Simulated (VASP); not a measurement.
# Bi2Te3 (R-3m) in VASP: relaxation of the atoms with PBE

Aim: the relaxation of the atoms of Bi2Te3 with PBE.

Program: VASP 6.6.1. These are calculated values, not measurements. Logs are shortened: lines on timing, memory, paths and dates and some standing lists are left out, and cuts for length are marked.

**1. The cell of the first run**

It takes space group R-3m (No. 166, trigonal). The conventional cell has a = 4.386 Å, b = 4.386 Å, c = 30.497 Å, α = 90.00°, β = 90.00°, γ = 120.00°. Within 4.0 Å of Bi (site symmetry 3m) lie 6 Te at 3.07 to 3.25 Å. Within 4.6 Å of Te (site symmetry -3m) lie 6 Bi at 3.25 Å and 12 Te at 4.39 to 4.55 Å. Te (site symmetry 3m) has 3 Bi at 3.07 Å and 3 Te at 3.64 Å within 4.0 Å.

**2. Relaxation of the atoms, PBE**

The input, INCAR:

```
SYSTEM = Bi2Te3
PREC = Accurate
ENCUT = 520
EDIFF = 1E-6
ISMEAR = 1
SIGMA = 0.01
LREAL = .False.
LASPH = .True.
NELM = 80
ALGO = Normal
ISIF = 2
LWAVE = .False.
LCHARG = .False.
GGA = PE
IBRION = 2
NSW = 60
EDIFFG = -0.01
KPAR = 4
```

The input, KPOINTS:

```
regular mesh
0
Gamma
  6 6 6
  0 0 0
```

The input, POSCAR:

```
Bi2Te3
1.0
    2.1930000000      1.2661291400     10.1656666700
   -2.1930000000      1.2661291400     10.1656666700
    0.0000000000     -2.5322582800     10.1656666700
Bi Te
2 3
Direct
    0.3999999999      0.3999999999      0.3999999999
    0.5999999998      0.5999999998      0.5999999998
    0.0000000000      0.0000000000      0.0000000000
    0.2094999999      0.2094999999      0.2094999999
    0.7904999997      0.7904999997      0.7904999997
```

Potentials or basis: VASP PAW PBE potentials, release 64 (Bi_d, Te).

The run is started by

```
$ cat potpaw_PBE.64/Bi_d/POTCAR potpaw_PBE.64/Te/POTCAR > POTCAR
$ mpirun -np 4 vasp_std > vasp.out
```

OUTCAR:

```text
SYSTEM = Bi2Te3
   PREC = Accurate
   ENCUT = 520
   EDIFF = 1E-6
   ISMEAR = 1
   LREAL = .False.
   LASPH = .True.
   NELM = 80
   ISIF = 2
   GGA = PE
   IBRION = 2
   NSW = 60
   EDIFFG = -0.01

 ion  position               nearest neighbor table
   1  0.400  0.400  0.400-   5 3.07   5 3.07   5 3.07   3 3.25   3 3.25   3 3.25
   2  0.600  0.600  0.600-   4 3.07   4 3.07   4 3.07   3 3.25   3 3.25   3 3.25
   3  0.000  0.000  0.000-   1 3.25   1 3.25   1 3.25   2 3.25   2 3.25   2 3.25
   4  0.209  0.209  0.209-   2 3.07   2 3.07   2 3.07   5 3.64   5 3.64   5 3.64
   5  0.790  0.790  0.790-   1 3.07   1 3.07   1 3.07   4 3.64   4 3.64   4 3.64

  LATTYP: Found a trigonal (rhomboedric) cell.
 ALAT       =    10.4763118913
 COS(alpha) =     0.9123624112

  Lattice vectors:

 A1 = (   2.1930000000,   1.2661291400,  10.1656666700)
 A2 = (  -2.1930000000,   1.2661291400,  10.1656666700)
 A3 = (   0.0000000000,  -2.5322582800,  10.1656666700)

Analysis of symmetry for initial positions (statically):
=====================================================================
 Subroutine PRICEL returns:
 Original cell was already a primitive cell.

 Routine SETGRP: Setting up the symmetry group for a
 trigonal (rhombohedral) supercell.

 Subroutine GETGRP returns: Found 12 space group operations
 (whereof 12 operations were pure point group operations)
 out of a pool of 12 trial point group operations.

The static configuration has the point symmetry D_3d.

Analysis of symmetry for dynamics (positions and initial velocities):
=====================================================================
 Subroutine PRICEL returns:
 Original cell was already a primitive cell.

 Routine SETGRP: Setting up the symmetry group for a
 trigonal (rhombohedral) supercell.

 Subroutine GETGRP returns: Found 12 space group operations
 (whereof 12 operations were pure point group operations)
 out of a pool of 12 trial point group operations.

The dynamic configuration has the point symmetry D_3d.

 Subroutine INISYM returns: Found 12 space group operations
 (whereof 12 operations are pure point group operations),
 and found     1 'primitive' translations

----------------------------------------------------------------------------------------

                                     Primitive cell

  volume of cell :     169.3572

  direct lattice vectors                    reciprocal lattice vectors
     2.193000000  1.266129140 10.165666670     0.227998176  0.131634808  0.032790110
[... 103 lines left out ...]
   NELECT =      48.0000    total number of electrons
   NUPDOWN=      -1.0000    fix difference up-down
   EMIN   =  10.00;   EMAX   =-10.00  energy-range for DOS
   EFERMI =   0.00;   METHOD = LEGACY
   ISMEAR =     1;   SIGMA  =   0.01  broadening in eV -4-tet -1-fermi 0-gaus
   EFERMI_NEDOS =   21; number of points for ismear=-14 and -15
   IALGO  =     38    algorithm
   IMIX   =      4    mixing-type and parameters
     AMIX     =   0.40;   BMIX     =  1.00
     AMIX_MAG =   1.60;   BMIX_MAG =  1.00
  volume/ion in A,a.u.               =      33.87       228.58
  Fermi-wavevector in a.u.,A,eV,Ry     =   1.075360  2.032136 15.733774  1.156400
  Thomas-Fermi vector in A             =   2.211215
   LORBIT       =      0    0 simple, 1 ext, 2 COOP (PROOUT), +10 PAW based schemes
   GGA     = PE    functional components
   LHFCALC =     F    Hartree Fock is set to
   AEXX    =    0.0000 exact exchange contribution
   IVDW    =     0    specifies the selected vdW correction
   LEPSILON=     F    determine dielectric tensor
   LRPA    =     F    only Hartree local field effects (RPA)
 conjugate gradient relaxation of ions
 non-spin polarized calculation
 Methfessel and Paxton  Order N= 1 SIGMA  =   0.01
  energy-cutoff  :      520.00
  volume of cell :      169.36
 maximum number of plane-waves:      4580
 NGX is ok and might be reduce to    80
   NGX = 39   NGY = 39   NGZ = 39

--------------------------------------- Ionic step        1  -------------------------------------------

 number of electron      48.0000004 magnetization

 Free energy of the ion-electron system (eV)
  ---------------------------------------------------
  ext. energy  EPLUGINS =         0.00000000
  ---------------------------------------------------
  free energy    TOTEN  =       -18.33540105 eV

  energy without entropy =      -18.33540373  energy(sigma->0) =      -18.33540194

------------------------ aborting loop because EDIFF is reached ----------------------------------------

  FORCE on cell =-STRESS in cart. coord.  units (eV):
  Direction    XX          YY          ZZ          XY          YZ          ZX
  --------------------------------------------------------------------------------------
  -------------------------------------------------------------------------------------
  Total        2.0539268      2.0539268      1.8710749      0.0000000      0.0000000      0.0000000
  in kB       19.4308501     19.4308501     17.7010078      0.0000000      0.0000000      0.0000000
  external PRESSURE =      18.8542360 kB  Pullay stress =       0.0000000 kB
[... 143 lines left out ...]
--------------------------------------- Ionic step        5  -------------------------------------------

 number of electron      48.0000004 magnetization

 Free energy of the ion-electron system (eV)
  ---------------------------------------------------
  ext. energy  EPLUGINS =         0.00000000
  ---------------------------------------------------
  free energy    TOTEN  =       -18.33548371 eV

  energy without entropy =      -18.33548639  energy(sigma->0) =      -18.33548460

 E-fermi :   6.2315     XC(G=0):  -9.3284

 val. band max:        6.2230611386   @ k =   0.0000   0.0000   0.0000
 cond. band min:       6.5024797073   @ k =   0.0000   0.0000   0.0000
 fundamental gap:      0.2794185686
 Fermi energy:         6.2314799609

 k-point     1 :       0.0000    0.0000    0.0000
  band No.  band energies     occupation
      1     -16.9965      2.00000
      2     -16.9965      2.00000
      3     -16.9951      2.00000
      4     -16.9951      2.00000
      5     -16.9876      2.00000
      6     -16.9862      2.00000
[... 733 lines left out ...]
     27       7.6749      0.00000
     28       9.4479      0.00000

 [... further k-points ...]

------------------------ aborting loop because EDIFF is reached ----------------------------------------

  FORCE on cell =-STRESS in cart. coord.  units (eV):
  Direction    XX          YY          ZZ          XY          YZ          ZX
  --------------------------------------------------------------------------------------
  -------------------------------------------------------------------------------------
  Total        2.0791653      2.0791653      1.9116351      0.0000000      0.0000000      0.0000000
  in kB       19.6696148     19.6696148     18.0847218      0.0000000      0.0000000      0.0000000
  external PRESSURE =      19.1413171 kB  Pullay stress =       0.0000000 kB
[... 20 lines left out ...]
  FREE ENERGIE OF THE ION-ELECTRON SYSTEM (eV)
  ---------------------------------------------------
  free  energy   TOTEN  =       -18.3354837084 eV

  energy  without entropy=      -18.3354863926  energy(sigma->0) =      -18.33548460

 reached required accuracy - stopping structural energy minimisation
```

CONTCAR:

```text
Bi2Te3
   1.00000000000000
     2.1930000000000001    1.2661291400000001   10.1656666700000002
    -2.1930000000000001    1.2661291400000001   10.1656666700000002
     0.0000000000000000   -2.5322582800000002   10.1656666700000002
  Bi              Te
     2     3
Direct
     0.4000448874063365    0.4000448874063365    0.4000448874063365
     0.5999551122936581    0.5999551122936581    0.5999551122936581
     0.0000000000000000    0.0000000000000000    0.0000000000000000
     0.2095687224523960    0.2095687224523960    0.2095687224523960
     0.7904312771476039    0.7904312771476039    0.7904312771476039

  0.00000000E+00  0.00000000E+00  0.00000000E+00
  0.00000000E+00  0.00000000E+00  0.00000000E+00
  0.00000000E+00  0.00000000E+00  0.00000000E+00
  0.00000000E+00  0.00000000E+00  0.00000000E+00
  0.00000000E+00  0.00000000E+00  0.00000000E+00
```

Wall time 6.6 min (4 MPI ranks of AMD EPYC 7R43 (Zen 3), shared host); peak memory 1.1 GiB.

Results:

| Item | Value |
| --- | --- |
| Free energy | -18.3355 eV |
| Energy gained by relaxing | 0.0 meV/atom |
| Ionic steps | 5 |
| Pressure after relaxing | 1.9 GPa |
| Largest force after relaxing | 0.006 eV/Å |
| Band gap on the k mesh | 0.28 eV |

Forces in eV/Å, atoms in the order of the input:
```
Bi   0.000  0.000 -0.004
Bi   0.000  0.000  0.004
Te   0.000  0.000  0.000
Te   0.000  0.000  0.006
Te   0.000  0.000 -0.006
```

Stress tensor (GPa, compression positive):
```
1.97 0.00 0.00
0.00 1.97 0.00
0.00 0.00 1.81
```

Final structure:
```
Bi Te
1.0
     2.19300    1.26613   10.16567
    -2.19300    1.26613   10.16567
     0.00000   -2.53226   10.16567
Bi Te
2 3
Direct
  0.40004 0.40004 0.40004
  0.59996 0.59996 0.59996
  0.00000 0.00000 0.00000
  0.20957 0.20957 0.20957
  0.79043 0.79043 0.79043
```

Levels at points of the mesh, in eV from the valence-band top:
```
           k point  band 20  band 21  band 22  band 23  band 24  band 25  band 26  band 27  band 28
(0.00, 0.00, 0.00)    -1.72    -1.72    -0.88    -0.88     0.00     0.28     0.65     0.65     1.95
(0.50, 0.00, 0.00)    -3.16    -2.92    -2.41    -0.93    -0.51     0.57     1.06     2.75     2.77
(0.50, 0.50, 0.00)    -2.37    -2.00    -1.82    -1.55    -0.97     0.86     1.50     2.05     2.64
(0.50, 0.50, 0.50)    -1.43    -1.43    -1.16    -1.16    -0.43     0.82     1.13     1.13     1.64
```

Caveat: spin-orbit coupling is left out, which moves the levels of the heavy elements. A k mesh can miss the band edges.
